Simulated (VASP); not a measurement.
AlN:

```
CELL_PARAMETERS angstrom
0.00000 2.01887 2.01887
2.01887 0.00000 2.01887
2.01887 2.01887 0.00000
ATOMIC_POSITIONS crystal
Al 0.00000 0.00000 0.00000
N 0.50000 0.50000 0.50000
```

Program: VASP 6.6.1. Alike in all runs: task single point; potentials or basis VASP PAW PBE potentials, release 64 (Al, N); no spin polarisation; cell as given; cutoff (eV) 520.

**Question.** Order these runs on this cell by their band gap on the k mesh, lowest first.
A. level PBE; k mesh 10 × 10 × 10; smearing fermi-dirac 0.02 eV
B. level r2SCAN; k mesh 10 × 10 × 10; smearing gaussian 0.01 eV
C. level HSE06; k mesh 8 × 8 × 8; smearing gaussian 0.01 eV; grid for exact exchange (PRECFOCK) Normal; screening parameter 0.2079 1/Å

**Answer.** A (4.65 eV), B (5.53 eV), C (6.01 eV).

A k mesh can miss the band edges.
